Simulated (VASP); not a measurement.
# WC (Fm-3m) in VASP: notebook, part 2 of 2

VASP 6.6.1. Earlier steps stand in the parts before.

## (5) Single point, LDA

This run uses another cell than the first one, of 10.12 Å³/atom, 0.889 times its volume.

Contents of INCAR:

```
ALGO = Normal ; EDIFF = 1E-6
ENCUT = 910 ; GGA_COMPAT = F
ISIF = 2 ; ISMEAR = -1
LASPH = T ; LCHARG = F
LREAL = F ; LWAVE = F
NBANDS = 16 ; NELM = 120
PREC = Accurate ; SIGMA = 0.1
```

Contents of KPOINTS:

```
k-points
0
Gamma
  11 11 11
```

Contents of POSCAR:

```
WC
1.0
    0.0000000000      2.1630495024      2.1630495024
    2.1630495024      0.0000000000      2.1630495024
    2.1630495024      2.1630495024      0.0000000000
W C
1 1
Direct
    0.0000000000      0.0000000000      0.0000000000
    0.5000000000      0.5000000000      0.5000000000
```

Potentials or basis: VASP PAW LDA potentials, release 64 (W_sv, C_h).

Run with:

```sh
$ cat potpaw_LDA.64/W_sv/POTCAR potpaw_LDA.64/C_h/POTCAR > POTCAR
$ mpirun -np 1 vasp_std > vasp.out
```

OUTCAR:

```text
EDIFF = 1E-6
   ENCUT = 910
   ISIF = 2
   ISMEAR = -1
   LASPH = T
   LREAL = F
   NELM = 120
   PREC = Accurate

 ion  position               nearest neighbor table
   1  0.000  0.000  0.000-   2 2.16   2 2.16   2 2.16   2 2.16   2 2.16   2 2.16
   2  0.500  0.500  0.500-   1 2.16   1 2.16   1 2.16   1 2.16   1 2.16   1 2.16

  LATTYP: Found a face centered cubic cell.
 ALAT       =     4.3260990048

  Lattice vectors:

 A1 = (   0.0000000000,   2.1630495024,   2.1630495024)
 A2 = (   2.1630495024,   0.0000000000,   2.1630495024)
 A3 = (   2.1630495024,   2.1630495024,   0.0000000000)

Analysis of symmetry for initial positions (statically):
=====================================================================
 Subroutine PRICEL returns:
 Original cell was already a primitive cell.

 Routine SETGRP: Setting up the symmetry group for a
 face centered cubic supercell.

 Subroutine GETGRP returns: Found 48 space group operations
 (whereof 48 operations were pure point group operations)
 out of a pool of 48 trial point group operations.

The static configuration has the point symmetry O_h .

Analysis of symmetry for dynamics (positions and initial velocities):
=====================================================================
 Subroutine PRICEL returns:
 Original cell was already a primitive cell.

 Routine SETGRP: Setting up the symmetry group for a
 face centered cubic supercell.

 Subroutine GETGRP returns: Found 48 space group operations
 (whereof 48 operations were pure point group operations)
 out of a pool of 48 trial point group operations.

The dynamic configuration has the point symmetry O_h .

 Subroutine INISYM returns: Found 48 space group operations
 (whereof 48 operations are pure point group operations),
 and found     1 'primitive' translations
[... 103 lines left out ...]
   POTIM  = 0.5000    time-step for ionic-motion
   TEBEG  =    0.0;   TEEND  =   0.0 temperature during run
   PSTRESS=    0.0 pullay stress
   NELECT =      18.0000    total number of electrons
   NUPDOWN=      -1.0000    fix difference up-down
   EMIN   =  10.00;   EMAX   =-10.00  energy-range for DOS
   EFERMI =   0.00;   METHOD = LEGACY
   ISMEAR =    -1;   SIGMA  =   0.10  broadening in eV -4-tet -1-fermi 0-gaus
   EFERMI_NEDOS =   21; number of points for ismear=-14 and -15
   IALGO  =     38    algorithm
   IMIX   =      4    mixing-type and parameters
     AMIX     =   0.40;   BMIX     =  1.00
     AMIX_MAG =   1.60;   BMIX_MAG =  1.00
  volume/ion in A,a.u.               =      10.12        68.30
  Fermi-wavevector in a.u.,A,eV,Ry     =   1.574306  2.975007 33.721224  2.478440
  Thomas-Fermi vector in A             =   2.675460
   LORBIT       =      0    0 simple, 1 ext, 2 COOP (PROOUT), +10 PAW based schemes
   GGA     = CA    functional components
   LHFCALC =     F    Hartree Fock is set to
   AEXX    =    0.0000 exact exchange contribution
   IVDW    =     0    specifies the selected vdW correction
   LEPSILON=     F    determine dielectric tensor
   LRPA    =     F    only Hartree local field effects (RPA)
 non-spin polarized calculation
  energy-cutoff  :      910.00
  volume of cell :       20.24
 maximum number of plane-waves:      1295
 NGX is ok and might be reduce to    30
   NGX = 15   NGY = 15   NGZ = 15

 number of electron      18.0000001 magnetization

 Free energy of the ion-electron system (eV)
  ---------------------------------------------------
  ext. energy  EPLUGINS =         0.00000000
  ---------------------------------------------------
  free energy    TOTEN  =       -23.82321429 eV

  energy without entropy =      -23.78346322  energy(sigma->0) =      -23.80333876

 E-fermi :  13.2344     XC(G=0): -14.1621

 val. band max:       13.2275783890   @ k =  -0.2727   0.4545   0.1818
 cond. band min:      13.2414128133   @ k =   0.2727   0.2727   0.0000
 fundamental gap:      0.0138344243
 Fermi energy:        13.2344076210

 k-point     1 :       0.0000    0.0000    0.0000
  band No.  band energies     occupation
      1     -61.6900      2.00000
      2     -25.9378      2.00000
      3     -25.9378      2.00000
      4     -25.9378      2.00000
      5      -2.7266      2.00000
      6      10.3309      2.00000
[... 433 lines left out ...]
      3     -26.0954      2.00000
      4     -25.9712      2.00000
      5      -0.4669      2.00000
      6       6.1706      2.00000
[... 8 lines left out ...]
     15      26.3643      0.00000
     16      27.4163      0.00000

 [... further k-points ...]
[... 5 lines left out ...]
  --------------------------------------------------------------------------------------
  -------------------------------------------------------------------------------------
  Total        0.1987052      0.1987052      0.1987052      0.0000000     -0.0000000      0.0000000
  in kB       15.7286150     15.7286150     15.7286150      0.0000000     -0.0000000      0.0000000
  external PRESSURE =      15.7286150 kB  Pullay stress =       0.0000000 kB

 VOLUME and BASIS-vectors are now :
 -----------------------------------------------------------------------------
  energy-cutoff  :      910.00
  volume of cell :       20.24
      direct lattice vectors                 reciprocal lattice vectors
     0.000000000  2.163049502  2.163049502    -0.231155135  0.231155135  0.231155135
     2.163049502  0.000000000  2.163049502     0.231155135 -0.231155135  0.231155135
     2.163049502  2.163049502  0.000000000     0.231155135  0.231155135 -0.231155135

 POSITION                                       TOTAL-FORCE (eV/Angst)
 -----------------------------------------------------------------------------------
      0.00000      0.00000      0.00000        -0.000000     -0.000000      0.000000
      2.16305      2.16305      2.16305         0.000000      0.000000      0.000000
 -----------------------------------------------------------------------------------
    total drift:                               -0.000000      0.000000      0.000000

  FREE ENERGIE OF THE ION-ELECTRON SYSTEM (eV)
  ---------------------------------------------------
  free  energy   TOTEN  =       -23.8232142932 eV

  energy  without entropy=      -23.7834632189  energy(sigma->0) =      -23.80333876
```

OSZICAR:

```text
N       E                     dE             d eps       ncg     rms          rms(c)
DAV:   1     0.144219825789E+03    0.14422E+03   -0.13030E+04  1792   0.187E+03
DAV:   2    -0.218111896412E+02   -0.16603E+03   -0.16024E+03  2208   0.432E+02
DAV:   3    -0.272817709753E+02   -0.54706E+01   -0.54268E+01  2032   0.678E+01
DAV:   4    -0.273174129347E+02   -0.35642E-01   -0.35639E-01  2216   0.616E+00
DAV:   5    -0.273176344939E+02   -0.22156E-03   -0.22156E-03  2096   0.486E-01    0.334E+01
DAV:   6    -0.239440026833E+02    0.33736E+01   -0.82995E+00  2488   0.276E+01    0.888E+00
DAV:   7    -0.238579853171E+02    0.86017E-01   -0.49826E-01  1832   0.605E+00    0.694E+00
DAV:   8    -0.238248304762E+02    0.33155E-01   -0.85304E-02  2072   0.243E+00    0.136E+00
DAV:   9    -0.238233336836E+02    0.14968E-02   -0.26764E-03  1912   0.491E-01    0.104E-01
DAV:  10    -0.238232119315E+02    0.12175E-03   -0.37914E-04  2232   0.219E-01    0.144E-02
DAV:  11    -0.238232140488E+02   -0.21173E-05   -0.82261E-06  1968   0.286E-02    0.739E-03
DAV:  12    -0.238232142932E+02   -0.24441E-06   -0.22169E-07  1192   0.467E-03
   1 F= -.23823214E+02 E0= -.23803339E+02  d E =-.397511E-01
```

stdout:

```text
POSCAR found type information on POSCAR W C
 POSCAR found :  2 types and       2 ions
 scaLAPACK will be used
 LDA part: xc-table for (Slater(with rela. corr.)+CA(PZ))
 , standard interpolation
 POSCAR, INCAR and KPOINTS ok, starting setup
 FFT: planning ... GRIDC
 FFT: planning ... GRID_SOFT
 FFT: planning ... GRID
 WAVECAR not read
 entering main loop
```

Wall time 31 s (1 thread of Intel Xeon Platinum 8259CL at 2.50GHz (Skylake/Cascade Lake), shared host); peak memory 0.18 GiB.

Results:

```
Free energy            : -23.8232 eV
Pressure               : 1.6 GPa
Band gap on the k mesh : zero (band 9 reaches 14.24 eV, above the bottom of band 10 at 10.99 eV)
```

Caveat: the cutoff is under 1.25 times the usual one of these potentials, so pressure, stress and relaxed cells hold a basis-set (Pulay) error; spin-orbit coupling is left out, which moves the levels of the heavy elements.

## (6) Single point, LDA

This run uses another cell than the first one, of 9.28 Å³/atom, 0.815 times its volume.

Contents of INCAR:

```
PREC = Accurate ; ENCUT = 910
EDIFF = 1E-6 ; ISMEAR = -1
SIGMA = 0.1 ; LREAL = F
LASPH = T ; NELM = 120
ALGO = Normal ; ISIF = 2
LWAVE = F ; LCHARG = F
GGA = CA ; NBANDS = 16
GGA_COMPAT = F
```

Contents of KPOINTS:

```
regular mesh
0
Gamma
  11 11 11
```

Contents of POSCAR:

```
WC
1.0
    0.0000000000      2.1012139316      2.1012139316
    2.1012139316      0.0000000000      2.1012139316
    2.1012139316      2.1012139316      0.0000000000
W C
1 1
Direct
    0.0000000000      0.0000000000      0.0000000000
    0.5000000000      0.5000000000      0.5000000000
```

Potentials or basis: VASP PAW LDA potentials, release 64 (W_sv, C_h).

Run with:

```sh
$ cat potpaw_LDA.64/W_sv/POTCAR potpaw_LDA.64/C_h/POTCAR > POTCAR
$ mpirun -np 1 vasp_std > vasp.out
```

It took 21 s on 1 thread of AMD EPYC 9R45 (Zen 5), shared host; peak memory 0.15 GiB.

The run converged. Its results:

```yaml
Free_energy: -23.5954 eV
Pressure: 44.4 GPa
Band_gap_on_the_k_mesh: zero (band 9 reaches 15.88 eV, above the bottom of band 10 at 12.18 eV)
```

Levels at points of the mesh, in eV from the Fermi level:
```
           k point  band 5  band 6  band 7  band 8  band 9  band 10  band 11  band 12  band 13  band 14
(0.00, 0.00, 0.00)  -16.73   -3.27   -3.27   -3.27   -1.28    -1.28    -1.28    -1.10    -1.10     8.20
```

Caveat: the cutoff is under 1.25 times the usual one of these potentials, so pressure, stress and relaxed cells hold a basis-set (Pulay) error; spin-orbit coupling is left out, which moves the levels of the heavy elements.

## (7) The runs side by side

| potentials or basis | cell | cutoff (eV) | second run | gap on the mesh (eV) | pressure (GPa) |
| --- | --- | --- | --- | --- | --- |
| VASP PAW LDA potentials, release 64 (W_sv, C) | a = 3.182 Å, angles 60.0°, 2 atoms | 520 | - | none | -35.7 |
| VASP PAW LDA potentials, release 64 (W_sv, C) | a = 3.220 Å, angles 60.0°, 2 atoms | 520 | - | none | -43.5 |
| VASP PAW LDA potentials, release 64 (W_sv, C_h) | a = 3.101 Å, angles 60.0°, 2 atoms | 910 | hard_potentials | none | -13.8 |
| VASP PAW LDA potentials, release 64 (W_sv, C_h) | a = 3.059 Å, angles 60.0°, 2 atoms | 910 | hard_potentials | none | 1.6 |
| VASP PAW LDA potentials, release 64 (W_sv, C_h) | a = 2.972 Å, angles 60.0°, 2 atoms | 910 | hard_potentials | none | 44.4 |

Alike in all rows: task single point; level LDA; no spin polarisation; k mesh 11 × 11 × 11; smearing fermi-dirac 0.1 eV.

Caveats: spin-orbit coupling is left out, which moves the levels of the heavy elements; the cutoff is under 1.25 times the usual one of these potentials, so pressure, stress and relaxed cells hold a basis-set (Pulay) error (some runs).

Absolute energies hang on the potentials; compare differences alone.
